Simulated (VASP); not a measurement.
# LaTe4 (P-43m) in VASP: notebook

LaTe4 is run at these levels: PBE; tasks: relaxation of cell and atoms.

Program: VASP 6.6.1. These are calculated values, not measurements. Logs are shortened: lines on timing, memory, paths and dates and some standing lists are left out, and cuts for length are marked.

### Step 1. The cell of the first run

It takes space group P-43m (No. 215, cubic). Conventional cell: a = 5.695 Å, b = 5.695 Å, c = 5.695 Å, α = 90.00°, β = 90.00°, γ = 90.00°. Within 3.3 Å of La (site symmetry -43m) lie 4 Te at 2.47 Å. Te (site symmetry 3m) has 1 La at 2.47 Å within 3.3 Å.

The cell was built from a structure type or drawn by symmetry, and may not be a known phase.

### Step 2. Relaxation of cell and atoms, PBE

The input, INCAR:

```
PREC = Accurate
ENCUT = 600
EDIFF = 1E-6
ISMEAR = 0
SIGMA = 0.1
LREAL = F
LASPH = T
NELM = 80
ALGO = Normal
ISIF = 3
LWAVE = F
LCHARG = F
GGA = PE
IBRION = 2
NSW = 90
EDIFFG = -0.04
```

The input, KPOINTS:

```
Automatic mesh
0
Gamma
  4 4 4
```

The input, POSCAR:

```
LaTe4
1.0
    5.6954136500      0.0000000000      0.0000000000
    0.0000000000      5.6954136500      0.0000000000
    0.0000000000      0.0000000000      5.6954136500
La Te
1 4
Direct
    0.0000000000      0.0000000000      0.0000000000
    0.2500000000      0.2500000000      0.2500000000
    0.7500000000      0.7500000000      0.2500000000
    0.2500000000      0.7500000000      0.7500000000
    0.7500000000      0.2500000000      0.7500000000
```

Potentials or basis: VASP PAW PBE potentials, release 64 (La, Te).

Launch:

```sh
$ cat potpaw_PBE.64/La/POTCAR potpaw_PBE.64/Te/POTCAR > POTCAR
$ mpirun -np 1 vasp_std > vasp.out
```

OUTCAR:

```text
PREC = Accurate
   ENCUT = 600
   EDIFF = 1E-6
   ISMEAR = 0
   LREAL = F
   LASPH = T
   NELM = 80
   ISIF = 3
   GGA = PE
   IBRION = 2
   NSW = 90
   EDIFFG = -0.04

 ion  position               nearest neighbor table
   1  0.000  0.000  0.000-   2 2.47   3 2.47   4 2.47   5 2.47
   2  0.250  0.250  0.250-   1 2.47
   3  0.750  0.750  0.250-   1 2.47
   4  0.250  0.750  0.750-   1 2.47
   5  0.750  0.250  0.750-   1 2.47

  LATTYP: Found a simple cubic cell.
 ALAT       =     5.6954136500

  Lattice vectors:

 A1 = (   5.6954136500,   0.0000000000,   0.0000000000)
 A2 = (   0.0000000000,   5.6954136500,   0.0000000000)
 A3 = (   0.0000000000,   0.0000000000,   5.6954136500)

Analysis of symmetry for initial positions (statically):
=====================================================================
 Subroutine PRICEL returns:
 Original cell was already a primitive cell.

 Routine SETGRP: Setting up the symmetry group for a
 simple cubic supercell.

 Subroutine GETGRP returns: Found 24 space group operations
 (whereof 24 operations were pure point group operations)
 out of a pool of 48 trial point group operations.

The static configuration has the point symmetry T_d .

Analysis of symmetry for dynamics (positions and initial velocities):
=====================================================================
 Subroutine PRICEL returns:
 Original cell was already a primitive cell.

 Routine SETGRP: Setting up the symmetry group for a
 simple cubic supercell.

 Subroutine GETGRP returns: Found 24 space group operations
 (whereof 24 operations were pure point group operations)
 out of a pool of 48 trial point group operations.

The dynamic configuration has the point symmetry T_d .

 Subroutine INISYM returns: Found 24 space group operations
 (whereof 24 operations are pure point group operations),
 and found     1 'primitive' translations

----------------------------------------------------------------------------------------

                                     Primitive cell

  volume of cell :     184.7463

  direct lattice vectors                    reciprocal lattice vectors
     5.695413650  0.000000000  0.000000000     0.175579872  0.000000000  0.000000000
     0.000000000  5.695413650  0.000000000     0.000000000  0.175579872  0.000000000
     0.000000000  0.000000000  5.695413650     0.000000000  0.000000000  0.175579872

  length of vectors
     5.695413650  5.695413650  5.695413650     0.175579872  0.175579872  0.175579872

  position of ions in fractional coordinates (direct lattice)
     0.000000000  0.000000000  0.000000000
     0.250000000  0.250000000  0.250000000
     0.750000000  0.750000000  0.250000000
     0.250000000  0.750000000  0.750000000
     0.750000000  0.250000000  0.750000000

  ion indices of the primitive-cell ions
   primitive index   ion index
                 1           1
                 2           2
                 3           3
                 4           4
                 5           5

----------------------------------------------------------------------------------------

 KPOINTS: Automatic mesh

Automatic generation of k-mesh.
 Grid dimensions read from file:
 generate k-points for:    4    4    4

 Generating k-lattice:

  Cartesian coordinates                     Fractional coordinates (reciprocal lattice)
     0.043894968  0.000000000  0.000000000     0.250000000  0.000000000  0.000000000
     0.000000000  0.043894968  0.000000000     0.000000000  0.250000000  0.000000000
     0.000000000  0.000000000  0.043894968     0.000000000  0.000000000  0.250000000

  Length of vectors
     0.043894968  0.043894968  0.043894968

  Shift w.r.t. Gamma in fractional coordinates (k-lattice)
     0.000000000  0.000000000  0.000000000

 Subroutine IBZKPT returns following result:
 ===========================================

 Found     10 irreducible k-points:

 Following reciprocal coordinates:
            Coordinates               Weight
  0.000000  0.000000  0.000000      1.000000
  0.250000  0.000000  0.000000      6.000000
  0.500000  0.000000  0.000000      3.000000
  0.250000  0.250000  0.000000     12.000000
  0.500000  0.250000  0.000000     12.000000
  0.500000  0.500000  0.000000      3.000000
  0.250000  0.250000  0.250000      8.000000
  0.500000  0.250000  0.250000     12.000000
  0.500000  0.500000  0.250000      6.000000
  0.500000  0.500000  0.500000      1.000000
   k-points           NKPTS =     10   k-points in BZ     NKDIM =     10   number of bands    NBANDS=     21
   number of dos      NEDOS =    301   number of ions     NIONS =      5
   total plane-waves  NPLWV = 110592
   dimension x,y,z NGX =    48 NGY =   48 NGZ =   48
   dimension x,y,z NGXF=    96 NGYF=   96 NGZF=   96
   ions per type =               1   4
   NGX,Y,Z   is equivalent  to a cutoff of  14.01, 14.01, 14.01 a.u.
   NGXF,Y,Z  is equivalent  to a cutoff of  28.02, 28.02, 28.02 a.u.
 SYSTEM =  unknown system
   PREC   = accura    normal or accurate (medium, high low for compatibility)
   ISTART =      0    job   : 0-new  1-cont  2-samecut
   ICHARG =      2    charge: 1-file 2-atom 10-const
   ISPIN  =      1    spin polarized calculation?
   LNONCOLLINEAR =      F non collinear calculations
   LSORBIT =      F    spin-orbit coupling
   LASPH  =      T    aspherical Exc in radial PAW
   ENCUT  =  600.0 eV  44.10 Ry    6.64 a.u.  11.38 11.38 11.38*2*pi/ulx,y,z
   NELM   =     80;   NELMIN=  2; NELMDL= -5     # of ELM steps
   EDIFF  = 0.1E-05   stopping-criterion for ELM
   LREAL  =      F    real-space projection
   EDIFFG = -.4E-01   stopping-criterion for IOM
   NSW    =     90    number of steps for IOM
   IBRION =      2    ionic relax: 0-MD 1-quasi-New 2-CG
   NFREE  =      1    steps in history (QN), initial steepest desc. (CG)
   ISIF   =      3    stress and relaxation
   ISYM   =      2    0-nonsym 1-usesym 2-fastsym
   POTIM  = 0.5000    time-step for ionic-motion
   TEBEG  =    0.0;   TEEND  =   0.0 temperature during run
   PSTRESS=    0.0 pullay stress
   NELECT =      35.0000    total number of electrons
   NUPDOWN=      -1.0000    fix difference up-down
   EMIN   =  10.00;   EMAX   =-10.00  energy-range for DOS
   EFERMI =   0.00;   METHOD = LEGACY
   ISMEAR =     0;   SIGMA  =   0.10  broadening in eV -4-tet -1-fermi 0-gaus
   EFERMI_NEDOS =   21; number of points for ismear=-14 and -15
   IALGO  =     38    algorithm
   IMIX   =      4    mixing-type and parameters
     AMIX     =   0.40;   BMIX     =  1.00
     AMIX_MAG =   1.60;   BMIX_MAG =  1.00
  volume/ion in A,a.u.               =      36.95       249.35
  Fermi-wavevector in a.u.,A,eV,Ry     =   0.940240  1.776797 12.028258  0.884052
  Thomas-Fermi vector in A             =   2.067632
   LORBIT       =      0    0 simple, 1 ext, 2 COOP (PROOUT), +10 PAW based schemes
   GGA     = PE    functional components
   LHFCALC =     F    Hartree Fock is set to
   AEXX    =    0.0000 exact exchange contribution
   IVDW    =     0    specifies the selected vdW correction
   LEPSILON=     F    determine dielectric tensor
   LRPA    =     F    only Hartree local field effects (RPA)
 conjugate gradient relaxation of ions
 non-spin polarized calculation
 Gauss-broadening in eV      SIGMA  =   0.10
  energy-cutoff  :      600.00
  volume of cell :      184.75
 maximum number of plane-waves:      6198
 NGX is ok and might be reduce to    48
   NGX = 23   NGY = 23   NGZ = 23

--------------------------------------- Ionic step        1  -------------------------------------------

 number of electron      34.9999996 magnetization

 Free energy of the ion-electron system (eV)
  ---------------------------------------------------
  ext. energy  EPLUGINS =         0.00000000
  ---------------------------------------------------
  free energy    TOTEN  =       -10.10629492 eV

  energy without entropy =      -10.08931774  energy(sigma->0) =      -10.09780633

------------------------ aborting loop because EDIFF is reached ----------------------------------------

  FORCE on cell =-STRESS in cart. coord.  units (eV):
  Direction    XX          YY          ZZ          XY          YZ          ZX
  --------------------------------------------------------------------------------------
  -------------------------------------------------------------------------------------
  Total       20.0408865     20.0408865     20.0408865     -0.0000000      0.0000000     -0.0000000
  in kB      173.8007696    173.8007696    173.8007696     -0.0000000      0.0000000     -0.0000000
  external PRESSURE =     173.8007696 kB  Pullay stress =       0.0000000 kB
[... 98 lines left out ...]
  FREE ENERGIE OF THE ION-ELECTRON SYSTEM (eV)
  ---------------------------------------------------
  free  energy   TOTEN  =       -15.8834328893 eV

  energy  without entropy=      -15.8214053358  energy(sigma->0) =      -15.85241911

 E-fermi :   3.7038     XC(G=0):  -8.3214

 val. band max:        3.6578076540   @ k =   0.2500   0.2500   0.0000
 cond. band min:       3.7117304128   @ k =   0.2500   0.2500   0.2500
 fundamental gap:      0.0539227588
 Fermi energy:         3.7038063886

 k-point     1 :       0.0000    0.0000    0.0000
  band No.  band energies     occupation
      1     -28.5231      2.00000
      2     -12.4364      2.00000
      3     -12.4364      2.00000
      4     -12.4364      2.00000
      5      -7.3435      2.00000
      6      -5.8345      2.00000
[... 214 lines left out ...]
      5      -6.7053      2.00000
      6      -6.0925      2.00000
[... 13 lines left out ...]
     20       4.2103      0.00000
     21       6.4504      0.00000

[... ionic steps 4 to 17 ...]

--------------------------------------- Ionic step       18  -------------------------------------------

 number of electron      35.0000001 magnetization

------------------------ aborting loop because EDIFF is reached ----------------------------------------

  FORCE on cell =-STRESS in cart. coord.  units (eV):
  Direction    XX          YY          ZZ          XY          YZ          ZX
  --------------------------------------------------------------------------------------
  -------------------------------------------------------------------------------------
  Total        0.0425571      0.0425571      0.0425571      0.0000000      0.0000000      0.0000000
  in kB        0.3488804      0.3488804      0.3488804      0.0000000      0.0000000      0.0000000
  external PRESSURE =       0.3488804 kB  Pullay stress =       0.0000000 kB
[... 63 lines left out ...]
  energy  without entropy=      -17.4045304368  energy(sigma->0) =      -17.42514761

--------------------------------------- Ionic step       20  -------------------------------------------

 number of electron      35.0000000 magnetization

 Free energy of the ion-electron system (eV)
  ---------------------------------------------------
  ext. energy  EPLUGINS =         0.00000000
  ---------------------------------------------------
  free energy    TOTEN  =       -17.44632186 eV

  energy without entropy =      -17.40510609  energy(sigma->0) =      -17.42571398

 E-fermi :   4.7527     XC(G=0):  -8.6095

 val. band max:        4.6773896054   @ k =   0.5000   0.2500   0.0000
 cond. band min:       4.7537551638   @ k =   0.5000   0.2500   0.2500
 fundamental gap:      0.0763655584
 Fermi energy:         4.7527396682

 k-point     1 :       0.0000    0.0000    0.0000
  band No.  band energies     occupation
      1     -28.0427      2.00000
      2     -11.8656      2.00000
      3     -11.8656      2.00000
      4     -11.8656      2.00000
      5      -7.4061      2.00000
      6      -5.1272      2.00000
[... 261 lines left out ...]
  FREE ENERGIE OF THE ION-ELECTRON SYSTEM (eV)
  ---------------------------------------------------
  free  energy   TOTEN  =       -17.4463218636 eV

  energy  without entropy=      -17.4051060933  energy(sigma->0) =      -17.42571398

 reached required accuracy - stopping structural energy minimisation
```

Run time: 12 min. Hardware: 1 thread of AMD EPYC 9R45 (Zen 5), shared host; peak memory 0.35 GiB.

Results:

- Free energy: -17.4463 eV
- Relaxed volume: 39.10 Å³/atom
- Relaxed cell: a = 5.804 Å, b = 5.804 Å, c = 5.804 Å, α = 90.00°, β = 90.00°, γ = 90.00°
- Space group after relaxing (to 0.1 Å): P-43m (No. 215)
- Energy gained by relaxing: 1468.0 meV/atom
- Ionic steps: 20
- Pressure after relaxing: 0.0 GPa
- Band gap on the k mesh: zero (an odd number of electrons rules out a gap without spin polarisation)

Step by step:
| step | energy change (eV) | largest force (eV/Å) | pressure (GPa) | volume (Å³) |
| --- | --- | --- | --- | --- |
| 1 | 0.0000 | 7.1876 | 17.38 | 184.75 |
| 2 | -4.8245 | 0.3420 | -3.99 | 313.98 |
| 3 | -5.7771 | 0.8015 | -1.57 | 260.72 |
| 4 | -5.7785 | 0.8644 | -1.43 | 259.03 |
| 5 | -5.7771 | 0.9265 | -1.28 | 257.37 |
| 6 | -6.0483 | 1.0322 | -1.25 | 244.74 |
| 7 | -6.8615 | 1.2498 | -0.36 | 209.32 |
| 8 | -4.9121 | 3.6161 | 17.79 | 149.06 |
| 9 | -6.9084 | 1.4128 | 0.70 | 199.89 |
| 10 | -6.9991 | 0.5544 | 4.96 | 173.23 |
| 11 | -7.0785 | 1.1532 | 2.46 | 184.98 |
| 12 | -7.0841 | 1.0362 | 3.01 | 181.82 |
| 13 | -7.2102 | 0.3555 | 2.79 | 181.39 |
| 14 | -7.2231 | 0.0354 | 2.80 | 181.21 |
| 15 | -7.3027 | 0.0634 | 1.48 | 187.28 |
| 16 | -7.3364 | 0.0808 | -0.33 | 197.88 |
| 17 | -7.3390 | 0.0803 | 0.00 | 195.73 |
| 18 | -7.3390 | 0.0806 | 0.03 | 195.44 |
| 19 | -7.3395 | 0.0583 | 0.04 | 195.46 |
| 20 | -7.3400 | 0.0004 | 0.01 | 195.51 |

Final structure:
```
La Te
1.0
     5.80397    0.00000    0.00000
     0.00000    5.80397    0.00000
     0.00000    0.00000    5.80397
La Te
1 4
Direct
  0.00000 0.00000 0.00000
  0.30496 0.30496 0.30496
  0.69504 0.69504 0.30496
  0.30496 0.69504 0.69504
  0.69504 0.30496 0.69504
```

Caveat: spin-orbit coupling is left out, which moves the levels of the heavy elements.

### Step 3. Relaxation of cell and atoms, PBE

This run uses another cell than the first one, of 38.79 Å³/atom.

The input, INCAR:

```
SYSTEM = LaTe4
PREC     = Accurate       ! precision mode
ENCUT    = 600            ! plane-wave cutoff, eV
EDIFF    = 1E-6           ! SCF threshold, eV
ISMEAR   = 0              ! smearing method
SIGMA    = 0.1            ! smearing width, eV
LREAL    = .FALSE.        ! projectors in reciprocal space
LASPH    = .TRUE.         ! aspherical terms in the spheres
NELM     = 60             ! most SCF steps
ALGO     = Normal         ! electronic algorithm
ISIF     = 3              ! what is computed and relaxed
LWAVE    = .FALSE.        ! write WAVECAR
LCHARG   = .FALSE.        ! write CHGCAR
GGA      = PE             ! functional
IBRION   = 2              ! ionic algorithm
NSW      = 100            ! ionic steps
EDIFFG   = -0.01          ! ionic threshold
```

The input, KPOINTS:

```
regular mesh
0
G
  8 8 8
  0 0 0
```

The input, POSCAR:

```
LaTe4
1.0
    5.7885635726      0.0000000000      0.0000000000
    0.0000000000      5.7885635726      0.0000000000
    0.0000000000      0.0000000000      5.7885635726
La Te
1 4
Direct
    0.0000000000      0.0000000000      0.0000000000
    0.3052012531      0.3052012531      0.3052012531
    0.6947987469      0.6947987469      0.3052012531
    0.3052012531      0.6947987469      0.6947987469
    0.6947987469      0.3052012531      0.6947987469
```

Potentials or basis: VASP PAW PBE potentials, release 64 (La, Te).

Launch:

```sh
$ cat potpaw_PBE.64/La/POTCAR potpaw_PBE.64/Te/POTCAR > POTCAR
$ mpirun -np 1 vasp_std > vasp.out
```

Run time: 3 min. Hardware: 1 thread of AMD EPYC 9R45 (Zen 5), shared host; peak memory 0.45 GiB.

It converged, with:

```yaml
Free_energy: -17.4917 eV
Relaxed_volume: 38.99 Å³/atom
Relaxed_cell: a = 5.798 Å, b = 5.798 Å, c = 5.798 Å, α = 90.00°, β = 90.00°, γ = 90.00°
Space_group_after_relaxing_to_0.1_Å: P-43m (No. 215)
Energy_gained_by_relaxing: 0.1 meV/atom
Ionic_steps: 2
Pressure_after_relaxing: 0.0 GPa
Largest_force_after_relaxing: 0.008 eV/Å
Band_gap_on_the_k_mesh: zero (an odd number of electrons rules out a gap without spin polarisation)
```

Forces on the atoms (eV/Å):
```
La   0.000  0.000  0.000
Te  -0.005 -0.005 -0.005
Te   0.005  0.005 -0.005
Te  -0.005  0.005  0.005
Te   0.005 -0.005  0.005
```

Step by step:
| step | energy change (eV) | largest force (eV/Å) | pressure (GPa) | volume (Å³) |
| --- | --- | --- | --- | --- |
| 1 | 0.0000 | 0.0186 | 0.14 | 193.96 |
| 2 | -0.0004 | 0.0084 | -0.02 | 194.95 |

Final structure:
```yaml
crystal:
  lattice:
    - [5.79836, 0.00000, 0.00000]
    - [0.00000, 5.79836, 0.00000]
    - [0.00000, 0.00000, 5.79836]
  atoms:
    - { symbol: La, position: [0.00000, 0.00000, 0.00000] }
    - { symbol: Te, position: [0.30511, 0.30511, 0.30511] }
    - { symbol: Te, position: [0.69489, 0.69489, 0.30511] }
    - { symbol: Te, position: [0.30511, 0.69489, 0.69489] }
    - { symbol: Te, position: [0.69489, 0.30511, 0.69489] }
```

Levels at points of the mesh, in eV from the Fermi level:
| k point | band 13 | band 14 | band 15 | band 16 | band 17 | band 18 | band 19 | band 20 | band 21 |
| --- | --- | --- | --- | --- | --- | --- | --- | --- | --- |
| (0.00, 0.00, 0.00) | -2.00 | -2.00 | -0.42 | -0.42 | -0.42 | 0.22 | 0.22 | 0.22 | 1.88 |
| (0.50, 0.00, 0.00) | -2.46 | -2.01 | -1.75 | -1.05 | -0.55 | -0.55 | 0.97 | 0.97 | 2.03 |
| (0.50, 0.50, 0.00) | -2.07 | -0.78 | -0.73 | -0.73 | -0.16 | 0.06 | 0.06 | 0.41 | 2.02 |
| (0.50, 0.50, 0.50) | -0.73 | -0.73 | -0.56 | -0.56 | -0.56 | 0.60 | 0.60 | 0.60 | 2.03 |

Caveat: spin-orbit coupling is left out, which moves the levels of the heavy elements.
